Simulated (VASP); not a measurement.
Wanted: the native input for a VASP 6.6.1 run.

- Task: single point
- Functional: PBE
- Potentials or basis: VASP PAW PBE potentials, release 64 (Au)
- Cutoff: 520 eV
- k mesh: 12 × 12 × 12
- Occupations: fermi-dirac, width 0.05 eV
- Spin: no spin polarisation
- Dipole correction: no
- Further INCAR settings: ALGO = Normal; EDIFF = 1e-06; NBANDS = 18

The structure of Au lies in POSCAR:

```
Au
1.0
    0.0000000000      2.7097401337      2.7097401337
    2.7097401337      0.0000000000      2.7097401337
    2.7097401337      2.7097401337      0.0000000000
Au
2
Direct
   -0.1250000000     -0.1250000000     -0.1250000000
    0.1250000000      0.1250000000      0.1250000000
```

This cell differs from its parent crystal: volume scaled by 0.68.

One way to write it, as run:

INCAR

```
PREC     = Accurate       # precision mode
ENCUT    = 520            # plane-wave cutoff, eV
EDIFF    = 1E-6           # SCF threshold, eV
ISMEAR   = -1             # smearing method
SIGMA    = 0.05           # smearing width, eV
LREAL    = False          # projectors in reciprocal space
LASPH    = True           # aspherical terms in the spheres
NELM     = 60             # most SCF steps
ALGO     = Normal         # electronic algorithm
ISIF     = 2              # what is computed and relaxed
LWAVE    = False          # write WAVECAR
LCHARG   = False          # write CHGCAR
GGA      = PE             # functional
NBANDS   = 18             # bands
```

KPOINTS

```
regular mesh
0
Gamma
  12 12 12
```

Potentials or basis: VASP PAW PBE potentials, release 64 (Au).

The run is started by

```console
$ cat potpaw_PBE.64/Au/POTCAR > POTCAR
$ mpirun -np 1 vasp_std > vasp.out
```

It gave:

```json
{"Pressure": "60.5 GPa", "Band gap on the k mesh": "zero (band 11 reaches 7.88 eV, above the bottom of band 12 at 7.20 eV)"}
```

Caveat: spin-orbit coupling is left out, which moves the levels of the heavy elements.

Run time: 39 s on 1 thread of Intel(R) Xeon(R) Platinum 8259CL CPU @ 2.50GHz (Skylake/Cascade Lake), with other jobs on the host, peak memory 0.19 GiB.
